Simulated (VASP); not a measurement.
# Be (P6_3/mmc) in VASP: a series of runs, part 2 of 2

VASP 6.6.1.

### 4 Single point, PBE

The input, INCAR:

```
SYSTEM = Be
  PREC = Accurate
  ENCUT = 520
  EDIFF = 1E-7
  ISMEAR = -1
  SIGMA = 0.1
  LREAL = .False.
  LASPH = .True.
  NELM = 60
  ALGO = Normal
  ISIF = 2
  LWAVE = .False.
  LCHARG = .False.
  GGA = PE
  NBANDS = 9
```

The input, KPOINTS:

```
regular mesh
0
Gamma
  6 6 3
  0 0 0
```

The input, POSCAR:

```
Be
1.0
    2.2656737714      0.0000000000      0.0000000000
   -1.1328368857      1.9621310427      0.0000000000
    0.0000000000      0.0000000000      3.5587036811
Be
2
Direct
    0.3333333333      0.6666666667      0.2500000000
    0.6666666667      0.3333333333      0.7500000000
```

Potentials or basis: VASP PAW PBE potentials, release 64 (Be).

The run is started by

```sh
cat potpaw_PBE.64/Be/POTCAR > POTCAR
mpirun -np 1 vasp_std > vasp.out
```

OUTCAR:

```text
SYSTEM = Be
   PREC = Accurate
   ENCUT = 520
   EDIFF = 1E-7
   ISMEAR = -1
   LREAL = .False.
   LASPH = .True.
   NELM = 60
   ISIF = 2
   GGA = PE

 ion  position               nearest neighbor table
   1  0.333  0.667  0.250-   2 2.21   2 2.21   2 2.21   2 2.21   2 2.21   2 2.21
   2  0.667  0.333  0.750-   1 2.21   1 2.21   1 2.21   1 2.21   1 2.21   1 2.21

  LATTYP: Found a hexagonal cell.
 ALAT       =     2.2656737714
 C/A-ratio  =     1.5707043644

  Lattice vectors:

 A1 = (   2.2656737714,   0.0000000000,   0.0000000000)
 A2 = (  -1.1328368857,   1.9621310427,   0.0000000000)
 A3 = (   0.0000000000,   0.0000000000,   3.5587036811)

Analysis of symmetry for initial positions (statically):
=====================================================================
 Subroutine PRICEL returns:
 Original cell was already a primitive cell.

 Routine SETGRP: Setting up the symmetry group for a
 hexagonal supercell.

 Subroutine GETGRP returns: Found 24 space group operations
 (whereof 12 operations were pure point group operations)
 out of a pool of 24 trial point group operations.

The static configuration has the point symmetry D_3d.
 The point group associated with its full space group is D_6h.

Analysis of symmetry for dynamics (positions and initial velocities):
=====================================================================
 Subroutine PRICEL returns:
 Original cell was already a primitive cell.

 Routine SETGRP: Setting up the symmetry group for a
 hexagonal supercell.

 Subroutine GETGRP returns: Found 24 space group operations
 (whereof 12 operations were pure point group operations)
 out of a pool of 24 trial point group operations.

The dynamic configuration has the point symmetry D_3d.
 The point group associated with its full space group is D_6h.

 Subroutine INISYM returns: Found 24 space group operations
 (whereof 12 operations are pure point group operations),
 and found     1 'primitive' translations

----------------------------------------------------------------------------------------

                                     Primitive cell

  volume of cell :      15.8204

  direct lattice vectors                    reciprocal lattice vectors
     2.265673771  0.000000000  0.000000000     0.441369809  0.254824978  0.000000000
    -1.132836886  1.962131043  0.000000000     0.000000000  0.509649956  0.000000000
     0.000000000  0.000000000  3.558703681     0.000000000  0.000000000  0.281001199

  length of vectors
     2.265673771  2.265673771  3.558703681     0.509649956  0.509649956  0.281001199

  position of ions in fractional coordinates (direct lattice)
     0.333333333  0.666666667  0.250000000
     0.666666667  0.333333333  0.750000000

  ion indices of the primitive-cell ions
   primitive index   ion index
                 1           1
                 2           2

----------------------------------------------------------------------------------------

 KPOINTS: regular mesh

Automatic generation of k-mesh.
 Grid dimensions read from file:
 generate k-points for:    6    6    3

[... 25 lines left out ...]
  0.333333  0.166667  0.000000     12.000000
  0.333333  0.333333  0.000000      2.000000
  0.000000  0.000000  0.333333      2.000000
  0.166667 -0.000000  0.333333     12.000000
  0.333333 -0.000000  0.333333     12.000000
  0.500000  0.000000  0.333333      6.000000
  0.166667  0.166667  0.333333     12.000000
  0.333333  0.166667  0.333333     24.000000
  0.333333  0.333333  0.333333      4.000000
   k-points           NKPTS =     14   k-points in BZ     NKDIM =     14   number of bands    NBANDS=      9
   number of dos      NEDOS =    301   number of ions     NIONS =      2
   total plane-waves  NPLWV =   9072
   dimension x,y,z NGX =    18 NGY =   18 NGZ =   28
   dimension x,y,z NGXF=    36 NGYF=   36 NGZF=   56
   ions per type =               2
   NGX,Y,Z   is equivalent  to a cutoff of  13.21, 13.21, 13.08 a.u.
   NGXF,Y,Z  is equivalent  to a cutoff of  26.42, 26.42, 26.16 a.u.
 SYSTEM =  Be
   PREC   = accura    normal or accurate (medium, high low for compatibility)
   ISTART =      0    job   : 0-new  1-cont  2-samecut
   ICHARG =      2    charge: 1-file 2-atom 10-const
   ISPIN  =      1    spin polarized calculation?
   LNONCOLLINEAR =      F non collinear calculations
   LSORBIT =      F    spin-orbit coupling
   LASPH  =      T    aspherical Exc in radial PAW
   ENCUT  =  520.0 eV  38.22 Ry    6.18 a.u.   4.21  4.21  6.62*2*pi/ulx,y,z
   NELM   =     60;   NELMIN=  2; NELMDL= -5     # of ELM steps
   EDIFF  = 0.1E-06   stopping-criterion for ELM
   LREAL  =      F    real-space projection
   EDIFFG = 0.1E-05   stopping-criterion for IOM
   NSW    =      0    number of steps for IOM
   IBRION =     -1    ionic relax: 0-MD 1-quasi-New 2-CG
   NFREE  =      0    steps in history (QN), initial steepest desc. (CG)
   ISIF   =      2    stress and relaxation
   ISYM   =      2    0-nonsym 1-usesym 2-fastsym
   POTIM  = 0.5000    time-step for ionic-motion
   TEBEG  =    0.0;   TEEND  =   0.0 temperature during run
   PSTRESS=    0.0 pullay stress
   NELECT =       4.0000    total number of electrons
   NUPDOWN=      -1.0000    fix difference up-down
   EMIN   =  10.00;   EMAX   =-10.00  energy-range for DOS
   EFERMI =   0.00;   METHOD = LEGACY
   ISMEAR =    -1;   SIGMA  =   0.10  broadening in eV -4-tet -1-fermi 0-gaus
   EFERMI_NEDOS =   21; number of points for ismear=-14 and -15
   IALGO  =     38    algorithm
   IMIX   =      4    mixing-type and parameters
     AMIX     =   0.40;   BMIX     =  1.00
     AMIX_MAG =   1.60;   BMIX_MAG =  1.00
  volume/ion in A,a.u.               =       7.91        53.38
  Fermi-wavevector in a.u.,A,eV,Ry     =   1.035196  1.956236 14.580411  1.071630
  Thomas-Fermi vector in A             =   2.169527
   LORBIT       =      0    0 simple, 1 ext, 2 COOP (PROOUT), +10 PAW based schemes
   GGA     = PE    functional components
   LHFCALC =     F    Hartree Fock is set to
   AEXX    =    0.0000 exact exchange contribution
   IVDW    =     0    specifies the selected vdW correction
   LEPSILON=     F    determine dielectric tensor
   LRPA    =     F    only Hartree local field effects (RPA)
 non-spin polarized calculation
  energy-cutoff  :      520.00
  volume of cell :       15.82
 maximum number of plane-waves:       439
 NGX is ok and might be reduce to    18
   NGX =  9   NGY =  9   NGZ = 13

 number of electron       4.0000000 magnetization

 Free energy of the ion-electron system (eV)
  ---------------------------------------------------
  ext. energy  EPLUGINS =         0.00000000
  ---------------------------------------------------
  free energy    TOTEN  =        -7.42468964 eV

  energy without entropy =       -7.41669093  energy(sigma->0) =       -7.42069028

 E-fermi :   6.5013     XC(G=0): -10.6041

 val. band max:        6.1891647106   @ k =   0.3333   0.1667   0.0000
 cond. band min:       6.7286939064   @ k =   0.3333  -0.0000   0.0000
 fundamental gap:      0.5395291958
 Fermi energy:         6.5013276871

 k-point     1 :       0.0000    0.0000    0.0000
  band No.  band energies     occupation
      1      -4.3278      2.00000
      2       2.6045      2.00000
      3       8.1747      0.00000
      4      22.9580      0.00000
      5      22.9580      0.00000
      6      25.8185      0.00000
      7      25.8185      0.00000
      8      27.9905      0.00000
      9      34.0886      0.00000
[... 145 lines left out ...]
 k-point    14 :       0.3333    0.3333    0.3333
  band No.  band energies     occupation
      1       5.8069      1.99807
      2       5.9088      1.99467
      3       5.9088      1.99467
      4       9.5319      0.00000
      5      13.3903      0.00000
      6      13.3903      0.00000
      7      22.6898      0.00000
      8      22.6898      0.00000
      9      26.0465      0.00000

------------------------ aborting loop because EDIFF is reached ----------------------------------------

  FORCE on cell =-STRESS in cart. coord.  units (eV):
  Direction    XX          YY          ZZ          XY          YZ          ZX
  --------------------------------------------------------------------------------------
  -------------------------------------------------------------------------------------
  Total        0.5316671      0.5316671     -0.8628241      0.0000000     -0.0000000      0.0000000
  in kB       53.8434861     53.8434861    -87.3807258      0.0000000     -0.0000000      0.0000000
  external PRESSURE =       6.7687488 kB  Pullay stress =       0.0000000 kB

 VOLUME and BASIS-vectors are now :
 -----------------------------------------------------------------------------
  energy-cutoff  :      520.00
  volume of cell :       15.82
      direct lattice vectors                 reciprocal lattice vectors
     2.265673771  0.000000000  0.000000000     0.441369809  0.254824978  0.000000000
    -1.132836886  1.962131043  0.000000000     0.000000000  0.509649956  0.000000000
     0.000000000  0.000000000  3.558703681     0.000000000  0.000000000  0.281001199

 POSITION                                       TOTAL-FORCE (eV/Angst)
 -----------------------------------------------------------------------------------
     -0.00000      1.30809      0.88968         0.000000      0.000000      0.000000
      1.13284      0.65404      2.66903        -0.000000     -0.000000      0.000000
 -----------------------------------------------------------------------------------
    total drift:                                0.000000     -0.000000      0.000000

  FREE ENERGIE OF THE ION-ELECTRON SYSTEM (eV)
  ---------------------------------------------------
  free  energy   TOTEN  =        -7.4246896387 eV

  energy  without entropy=       -7.4166909268  energy(sigma->0) =       -7.42069028
```

stdout:

```text
POSCAR found type information on POSCAR Be
 POSCAR found :  1 types and       2 ions
 scaLAPACK will be used
 LDA part: xc-table for (Slater+PW92), standard interpolation
 POSCAR, INCAR and KPOINTS ok, starting setup
 FFT: planning ... GRIDC
 FFT: planning ... GRID_SOFT
 FFT: planning ... GRID
 WAVECAR not read
 entering main loop
```

It took 2.5 s on 1 thread of Intel Xeon Platinum 8488C (Sapphire Rapids), shared host; peak memory 0.11 GiB.

Results:

* Free energy: -7.4247 eV
* Pressure: 0.7 GPa
* Band gap on the k mesh: zero (band 2 reaches 6.73 eV, above the bottom of band 3 at 5.91 eV)

Caveat: the k points lie up to 0.59 Å⁻¹ apart.
